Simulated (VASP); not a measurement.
# Si2P (P-6m2) in VASP: further runs

The runs below take Si2P through single point, relaxation of cell and atoms, with PBE.

Everything below comes from runs of VASP 6.6.1. Logs are shortened: lines on timing, memory, paths and dates and some standing lists are left out, and cuts for length are marked.

### Step 1. The cell of the first run

It takes space group P-6m2 (No. 187, hexagonal). Conventional cell: a = 4.661 Å, b = 4.661 Å, c = 2.851 Å, α = 90.00°, β = 90.00°, γ = 120.00°. Si (site symmetry -6m2) has 3 P at 2.69 Å and 8 Si at 2.85 to 3.05 Å within 3.5 Å. Si (site symmetry -6m2) has 8 Si at 2.85 to 3.05 Å and 6 P at 3.05 Å within 3.8 Å. P (site symmetry -6m2) has 9 Si at 2.69 to 3.05 Å and 2 P at 2.85 Å within 3.5 Å.

### Step 2. Single point, PBE

INCAR reads:

```
PREC = Accurate
ENCUT = 520
EDIFF = 1E-7
ISMEAR = 0
SIGMA = 0.1
LREAL = False
LASPH = True
NELM = 80
ALGO = Normal
ISIF = 2
LWAVE = False
LCHARG = False
GGA = PE
NBANDS = 14
```

KPOINTS reads:

```
regular mesh
0
Gamma
  6 6 6
```

POSCAR reads:

```
Si2P
1.0
    4.6605509400      0.0000000000      0.0000000000
   -2.3302754700      4.0361555100      0.0000000000
    0.0000000000      0.0000000000      2.8512675800
Si P
2 1
Direct
    0.0000000000      0.0000000000      0.5000000000
    0.3333333300      0.6666666700      0.0000000000
    0.6666666700      0.3333333300      0.5000000000
```

Potentials or basis: VASP PAW PBE potentials, release 64 (Si, P).

Launch:

```sh
$ cat potpaw_PBE.64/Si/POTCAR potpaw_PBE.64/P/POTCAR > POTCAR
$ mpirun -np 1 vasp_std > vasp.out
```

OUTCAR:

```text
PREC = Accurate
   ENCUT = 520
   EDIFF = 1E-7
   ISMEAR = 0
   LREAL = False
   LASPH = True
   NELM = 80
   ISIF = 2
   GGA = PE

 ion  position               nearest neighbor table
   1  0.000  0.000  0.500-   3 2.69   3 2.69   3 2.69   2 3.05   2 3.05   2 3.05   2 3.05   2 3.05
                             2 3.05
   2  0.333  0.667  0.000-   1 3.05   1 3.05   3 3.05   3 3.05   3 3.05   3 3.05   1 3.05   1 3.05
                             1 3.05   1 3.05   3 3.05   3 3.05
   3  0.667  0.333  0.500-   1 2.69   1 2.69   1 2.69   2 3.05   2 3.05   2 3.05   2 3.05   2 3.05
                             2 3.05

  LATTYP: Found a hexagonal cell.
 ALAT       =     4.6605509400
 C/A-ratio  =     0.6117876656

  Lattice vectors:

 A1 = (   4.6605509400,   0.0000000000,   0.0000000000)
 A2 = (  -2.3302754700,   4.0361555100,   0.0000000000)
 A3 = (   0.0000000000,   0.0000000000,   2.8512675800)

Analysis of symmetry for initial positions (statically):
=====================================================================
 Subroutine PRICEL returns:
 Original cell was already a primitive cell.

 Routine SETGRP: Setting up the symmetry group for a
 hexagonal supercell.

 Subroutine GETGRP returns: Found 12 space group operations
 (whereof 12 operations were pure point group operations)
 out of a pool of 24 trial point group operations.

The static configuration has the point symmetry D_3h.

Analysis of symmetry for dynamics (positions and initial velocities):
=====================================================================
 Subroutine PRICEL returns:
 Original cell was already a primitive cell.

 Routine SETGRP: Setting up the symmetry group for a
 hexagonal supercell.

 Subroutine GETGRP returns: Found 12 space group operations
 (whereof 12 operations were pure point group operations)
 out of a pool of 24 trial point group operations.

The dynamic configuration has the point symmetry D_3h.

 Subroutine INISYM returns: Found 12 space group operations
 (whereof 12 operations are pure point group operations),
 and found     1 'primitive' translations

----------------------------------------------------------------------------------------

                                     Primitive cell

  volume of cell :      53.6344

  direct lattice vectors                    reciprocal lattice vectors
     4.660550940  0.000000000  0.000000000     0.214566907  0.123880261  0.000000000
    -2.330275470  4.036155510  0.000000000     0.000000000  0.247760523  0.000000000
     0.000000000  0.000000000  2.851267580     0.000000000  0.000000000  0.350721204

  length of vectors
     4.660550940  4.660550940  2.851267580     0.247760523  0.247760523  0.350721204

  position of ions in fractional coordinates (direct lattice)
     0.000000000  0.000000000  0.500000000
     0.333333330  0.666666670  0.000000000
     0.666666670  0.333333330  0.500000000

  ion indices of the primitive-cell ions
   primitive index   ion index
                 1           1
                 2           2
                 3           3

----------------------------------------------------------------------------------------

 KPOINTS: regular mesh

Automatic generation of k-mesh.
 Grid dimensions read from file:
 generate k-points for:    6    6    6

 Generating k-lattice:

  Cartesian coordinates                     Fractional coordinates (reciprocal lattice)
     0.035761151  0.020646710  0.000000000     0.166666667  0.000000000  0.000000000
     0.000000000  0.041293420  0.000000000     0.000000000  0.166666667  0.000000000
     0.000000000  0.000000000  0.058453534     0.000000000  0.000000000  0.166666667

  Length of vectors
     0.041293420  0.041293420  0.058453534

  Shift w.r.t. Gamma in fractional coordinates (k-lattice)
     0.000000000  0.000000000  0.000000000

 Subroutine IBZKPT returns following result:
 ===========================================

 Found     28 irreducible k-points:

 Following reciprocal coordinates:
            Coordinates               Weight
  0.000000  0.000000  0.000000      1.000000
  0.166667  0.000000  0.000000      6.000000
  0.333333  0.000000  0.000000      6.000000
  0.500000  0.000000  0.000000      3.000000
  0.166667  0.166667  0.000000      6.000000
  0.333333  0.166667  0.000000     12.000000
[... 16 lines left out ...]
  0.166667  0.000000  0.500000      6.000000
  0.333333  0.000000  0.500000      6.000000
 [... further k-points ...]
   k-points           NKPTS =     28   k-points in BZ     NKDIM =     28   number of bands    NBANDS=     14
   number of dos      NEDOS =    301   number of ions     NIONS =      3
   total plane-waves  NPLWV =  31104
   dimension x,y,z NGX =    36 NGY =   36 NGZ =   24
   dimension x,y,z NGXF=    72 NGYF=   72 NGZF=   48
   ions per type =               2   1
   NGX,Y,Z   is equivalent  to a cutoff of  12.84, 12.84, 13.99 a.u.
   NGXF,Y,Z  is equivalent  to a cutoff of  25.68, 25.68, 27.99 a.u.
 SYSTEM =  unknown system
   PREC   = accura    normal or accurate (medium, high low for compatibility)
   ISTART =      0    job   : 0-new  1-cont  2-samecut
   ICHARG =      2    charge: 1-file 2-atom 10-const
   ISPIN  =      1    spin polarized calculation?
   LNONCOLLINEAR =      F non collinear calculations
   LSORBIT =      F    spin-orbit coupling
   LASPH  =      T    aspherical Exc in radial PAW
   ENCUT  =  520.0 eV  38.22 Ry    6.18 a.u.   8.67  8.67  5.30*2*pi/ulx,y,z
   NELM   =     80;   NELMIN=  2; NELMDL= -5     # of ELM steps
   EDIFF  = 0.1E-06   stopping-criterion for ELM
   LREAL  =      F    real-space projection
   EDIFFG = 0.1E-05   stopping-criterion for IOM
   NSW    =      0    number of steps for IOM
   IBRION =     -1    ionic relax: 0-MD 1-quasi-New 2-CG
   NFREE  =      0    steps in history (QN), initial steepest desc. (CG)
   ISIF   =      2    stress and relaxation
   ISYM   =      2    0-nonsym 1-usesym 2-fastsym
   POTIM  = 0.5000    time-step for ionic-motion
   TEBEG  =    0.0;   TEEND  =   0.0 temperature during run
   PSTRESS=    0.0 pullay stress
   NELECT =      13.0000    total number of electrons
   NUPDOWN=      -1.0000    fix difference up-down
   EMIN   =  10.00;   EMAX   =-10.00  energy-range for DOS
   EFERMI =   0.00;   METHOD = LEGACY
   ISMEAR =     0;   SIGMA  =   0.10  broadening in eV -4-tet -1-fermi 0-gaus
   EFERMI_NEDOS =   21; number of points for ismear=-14 and -15
   IALGO  =     38    algorithm
   IMIX   =      4    mixing-type and parameters
     AMIX     =   0.40;   BMIX     =  1.00
     AMIX_MAG =   1.60;   BMIX_MAG =  1.00
  volume/ion in A,a.u.               =      17.88       120.65
  Fermi-wavevector in a.u.,A,eV,Ry     =   1.020724  1.928888 14.175598  1.041877
  Thomas-Fermi vector in A             =   2.154309
   LORBIT       =      0    0 simple, 1 ext, 2 COOP (PROOUT), +10 PAW based schemes
   GGA     = PE    functional components
   LHFCALC =     F    Hartree Fock is set to
   AEXX    =    0.0000 exact exchange contribution
   IVDW    =     0    specifies the selected vdW correction
   LEPSILON=     F    determine dielectric tensor
   LRPA    =     F    only Hartree local field effects (RPA)
 non-spin polarized calculation
 Gauss-broadening in eV      SIGMA  =   0.10
  energy-cutoff  :      520.00
  volume of cell :       53.63
 maximum number of plane-waves:      1468
 NGX is ok and might be reduce to    36
   NGX = 17   NGY = 17   NGZ = 11

 number of electron      13.0000000 magnetization

 Free energy of the ion-electron system (eV)
  ---------------------------------------------------
  ext. energy  EPLUGINS =         0.00000000
  ---------------------------------------------------
  free energy    TOTEN  =       -14.09462279 eV

  energy without entropy =      -14.08297238  energy(sigma->0) =      -14.08879758

 E-fermi :   7.4881     XC(G=0): -10.4168

 val. band max:        7.4848862207   @ k =   0.1667   0.1667   0.0000
 cond. band min:       7.4898386755   @ k =   0.5000   0.0000   0.1667
 fundamental gap:      0.0049524548
 Fermi energy:         7.4881365343

 k-point     1 :       0.0000    0.0000    0.0000
  band No.  band energies     occupation
      1      -6.0373      2.00000
      2       0.3553      2.00000
      3       2.4635      2.00000
      4       3.1757      2.00000
      5       3.1757      2.00000
      6       4.1935      2.00000
      7       4.1935      2.00000
      8       9.8350      0.00000
      9      13.2406      0.00000
     10      14.2670      0.00000
     11      15.1151      0.00000
     12      15.1151      0.00000
     13      16.3767      0.00000
     14      19.0831      0.00000

 k-point     2 :       0.1667    0.0000    0.0000
  band No.  band energies     occupation
      1      -5.8174      2.00000
      2      -0.5190      2.00000
      3       1.2780      2.00000
      4       2.4374      2.00000
      5       3.9722      2.00000
      6       5.3728      2.00000
      7       6.3003      2.00000
      8       9.9924      0.00000
      9      13.2992      0.00000
     10      13.8272      0.00000
     11      13.9937      0.00000
     12      14.3518      0.00000
     13      15.8963      0.00000
     14      18.4687      0.00000

 k-point     3 :       0.3333    0.0000    0.0000
  band No.  band energies     occupation
      1      -5.1970      2.00000
      2      -2.0890      2.00000
      3       0.3607      2.00000
      4       1.7809      2.00000
      5       5.8505      2.00000
      6       7.3263      1.97788
      7       9.2882      0.00000
      8      10.3951      0.00000
      9      11.0589      0.00000
     10      12.2932      0.00000
     11      13.3539      0.00000
     12      14.1953      0.00000
     13      15.1265      0.00000
     14      16.9323      0.00000

 k-point     4 :       0.5000    0.0000    0.0000
  band No.  band energies     occupation
      1      -4.6064      2.00000
      2      -3.0599      2.00000
      3       0.0836      2.00000
      4       1.5558      2.00000
      5       7.8173      0.00000
      6       8.6231      0.00000
      7       9.2282      0.00000
      8      10.2346      0.00000
      9      10.6830      0.00000
     10      11.6535      0.00000
     11      12.9286      0.00000
     12      14.8397      0.00000
     13      14.9312      0.00000
     14      15.5100      0.00000

 k-point     5 :       0.1667    0.1667    0.0000
  band No.  band energies     occupation
      1      -5.3938      2.00000
      2      -1.4676      2.00000
      3      -0.2042      2.00000
      4       3.5236      2.00000
      5       3.7407      2.00000
      6       7.4849      1.03666
      7       8.2676      0.00000
      8      10.2763      0.00000
      9      11.3268      0.00000
     10      13.5992      0.00000
     11      13.6863      0.00000
[... 276 lines left out ...]
 k-point    22 :       0.0000    0.0000    0.5000
  band No.  band energies     occupation
      1      -2.9382      2.00000
      2      -0.3558      2.00000
      3       3.9942      2.00000
      4       5.4321      2.00000
      5       5.4321      2.00000
      6       5.7145      2.00000
      7       6.7326      2.00000
      8       6.9617      2.00000
      9       8.2702      0.00000
     10       8.2702      0.00000
     11       8.2727      0.00000
     12       8.2727      0.00000
     13      10.8502      0.00000
     14      10.8502      0.00000

 k-point    23 :       0.1667    0.0000    0.5000
  band No.  band energies     occupation
      1      -2.7554      2.00000
      2      -0.1258      2.00000
      3       2.8509      2.00000
      4       4.9389      2.00000
      5       5.0871      2.00000
      6       5.3847      2.00000
      7       6.0523      2.00000
      8       6.9367      2.00000
      9       7.8576      0.00000
     10       9.0458      0.00000
     11       9.2263      0.00000
     12      10.0474      0.00000
     13      11.7217      0.00000
     14      12.3966      0.00000

 k-point    24 :       0.3333    0.0000    0.5000
  band No.  band energies     occupation
      1      -2.2792      2.00000
      2       0.5509      2.00000
      3       1.3941      2.00000
      4       3.3086      2.00000
      5       4.5306      2.00000
      6       4.6177      2.00000
      7       5.3523      2.00000
      8       7.3299      1.97477
      9       8.7968      0.00000
     10      10.7546      0.00000
     11      10.8624      0.00000
     12      12.3582      0.00000
     13      13.6139      0.00000
     14      15.3015      0.00000

 [... further k-points ...]
[... 5 lines left out ...]
  --------------------------------------------------------------------------------------
  -------------------------------------------------------------------------------------
  Total       -4.5368113     -4.5368113     -2.9983824      0.0000000     -0.0000000     -0.0000000
  in kB     -135.5246106   -135.5246107    -89.5683299      0.0000000     -0.0000000     -0.0000000
  external PRESSURE =    -120.2058504 kB  Pullay stress =       0.0000000 kB

 VOLUME and BASIS-vectors are now :
 -----------------------------------------------------------------------------
  energy-cutoff  :      520.00
  volume of cell :       53.63
      direct lattice vectors                 reciprocal lattice vectors
     4.660550940  0.000000000  0.000000000     0.214566907  0.123880261  0.000000000
    -2.330275470  4.036155510  0.000000000     0.000000000  0.247760523  0.000000000
     0.000000000  0.000000000  2.851267580     0.000000000  0.000000000  0.350721204

 POSITION                                       TOTAL-FORCE (eV/Angst)
 -----------------------------------------------------------------------------------
      0.00000      0.00000      1.42563         0.000000     -0.000000      0.000000
     -0.00000      2.69077      0.00000        -0.000000      0.000000      0.000000
      2.33028      1.34539      1.42563         0.000000     -0.000000      0.000000
 -----------------------------------------------------------------------------------
    total drift:                               -0.000004      0.000002     -0.000000

  FREE ENERGIE OF THE ION-ELECTRON SYSTEM (eV)
  ---------------------------------------------------
  free  energy   TOTEN  =       -14.0946227865 eV

  energy  without entropy=      -14.0829723809  energy(sigma->0) =      -14.08879758
```

It took 17 s on 1 thread of Intel Xeon Platinum 8488C (Sapphire Rapids), shared host; peak memory 0.17 GiB.

Results:

```
Free energy : -14.0946 eV
Pressure    : -12.0 GPa
```

Caveat: the k points lie up to 0.37 Å⁻¹ apart.

### Step 3. Single point, PBE

This run uses another cell than the first one, of 14.59 Å³/atom, 0.816 times its volume.

INCAR reads:

```
PREC     = Accurate       # precision mode
ENCUT    = 520            # plane-wave cutoff, eV
EDIFF    = 1E-6           # SCF threshold, eV
ISMEAR   = 0              # smearing method
SIGMA    = 0.1            # smearing width, eV
LREAL    = False          # projectors in reciprocal space
LASPH    = True           # aspherical terms in the spheres
NELM     = 80             # most SCF steps
ALGO     = Normal         # electronic algorithm
ISIF     = 2              # what is computed and relaxed
LWAVE    = False          # write WAVECAR
LCHARG   = True           # write CHGCAR
GGA      = PE             # functional
LELF     = True           # ELF
LVHAR    = True         
NBANDS   = 14             # bands
```

KPOINTS reads:

```
Automatic mesh
0
Gamma
  12 12 16
```

POSCAR reads:

```
Si2P
1.0
    4.4718743316      0.0000000000      0.0000000000
   -2.2359371658      3.8727567737      0.0000000000
    0.0000000000      0.0000000000      2.5278278174
Si P
2 1
Direct
    0.0000000000      0.0000000000      0.5000000000
    0.3333333333      0.6666666667      0.0000000000
    0.6666666667      0.3333333333      0.5000000000
```

Potentials or basis: VASP PAW PBE potentials, release 64 (Si, P).

Launch:

```sh
$ cat potpaw_PBE.64/Si/POTCAR potpaw_PBE.64/P/POTCAR > POTCAR
$ mpirun -np 1 vasp_std > vasp.out
```

Run time: 53 s. Hardware: 1 thread of Intel Xeon Platinum 8488C (Sapphire Rapids), shared host; peak memory 0.22 GiB.

It converged, with:

```
Free energy : -14.6781 eV
Pressure    : -0.1 GPa
```

Levels at points of the mesh, in eV from the Fermi level:
| k point | band 3 | band 4 | band 5 | band 6 | band 7 | band 8 | band 9 | band 10 | band 11 | band 12 |
| --- | --- | --- | --- | --- | --- | --- | --- | --- | --- | --- |
| (0.00, 0.00, 0.00) | -5.53 | -5.47 | -5.47 | -4.42 | -4.42 | 5.01 | 7.50 | 8.97 | 8.97 | 10.25 |
| (0.50, 0.00, 0.00) | -8.33 | -7.27 | 0.14 | 0.86 | 1.34 | 2.27 | 4.61 | 5.87 | 6.94 | 8.60 |
| (0.00, 0.00, 0.50) | -2.69 | -2.38 | -1.91 | -1.91 | -0.12 | 0.00 | 0.73 | 0.73 | 0.98 | 0.98 |
| (0.50, 0.00, 0.50) | -6.89 | -5.94 | -3.14 | -3.12 | -2.67 | -0.60 | 3.70 | 5.13 | 5.67 | 6.06 |

(Continued in part 2 of 2.)
